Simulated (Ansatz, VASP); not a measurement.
Two plane-wave programs on Mg2H3

INCAR

```
ALGO = Normal ; EDIFF = 1E-6
EDIFFG = -0.04 ; ENCUT = 600
GGA = PE ; IBRION = 2
ISIF = 3 ; ISMEAR = 0
LASPH = T ; LCHARG = F
LREAL = F ; LWAVE = F
NELM = 100 ; NSW = 90
PREC = Accurate ; SIGMA = 0.1
```

File KPOINTS:

```
k-points
0
Gamma
  6 6 4
```

The input POSCAR:

```
Mg2H3
1.0
    3.2980411700      0.0000000000      0.0000000000
   -1.6490205900      2.8561874400      0.0000000000
    0.0000000000      0.0000000000      5.3631746100
Mg H
2 3
Direct
    0.0000000000      0.0000000000      0.2929961200
    0.0000000000      0.0000000000      0.7070038800
    0.5000000000      0.0000000000      0.5000000000
    0.0000000000      0.5000000000      0.5000000000
    0.5000000000      0.5000000000      0.5000000000
```

Input for Ansatz:

```yaml
crystal:
  lattice:
    - [3.29804117, 0.0, 0.0]
    - [-1.64902059, 2.85618744, 0.0]
    - [0.0, 0.0, 5.36317461]
  atoms:
    - { symbol: Mg, position: [0.0, 0.0, 0.29299612] }
    - { symbol: Mg, position: [0.0, 0.0, 0.70700388] }
    - { symbol: H, position: [0.5, 0.0, 0.5] }
    - { symbol: H, position: [0.0, 0.5, 0.5] }
    - { symbol: H, position: [0.5, 0.5, 0.5] }
basis:
  ecutwfc: 420
kpoints:
  mp_grid: { grid: [6, 6, 4] }
hamiltonian:
  xc: pbe
scf:
  occupations: { method: gaussian, width: 0.1 }
  lower_state_search: "off"
output:
  forces: true
  stress: true
  eigenvalues: true
relax:
  adjacent_minimum: "off"
  f_tol: 0.04
  max_steps: 70
  cell: { stress_tol: 0.4 }
```

Alike in both runs: task relaxation of cell and atoms; functional PBE; k mesh 6 × 6 × 4; occupations gaussian, width 0.1 eV; no spin polarisation.

|  | VASP | Ansatz |
| --- | --- | --- |
| version | VASP 6.6.1 | Ansatz 0.2.0 |
| potentials or method | VASP PAW PBE potentials, release 64 (Mg, H), cutoff 600 eV | scalar-relativistic, plane waves, PAW |
| valence electrons in the cell | 7 | 23 |

|  | VASP | Ansatz | Ansatz less VASP |
| --- | --- | --- | --- |
| gap on the k mesh at the Fermi level, each at its own relaxed structure (eV) | none | none | - |
| relaxed volume (Å³/atom) | 11.05 | 11.09 | +0.036 |
| relaxed cell length with the largest relative difference (Å) | 6.028 | 6.051 | +0.0228 |

A gap of «none» marks a metal or a gap that the smearing closes. VASP's potentials hold 7 valence electrons a cell and Ansatz's 23, so a difference there can come from the potentials and not from the codes.

The k mesh is coarse, so the values compare programs but aren't converged.
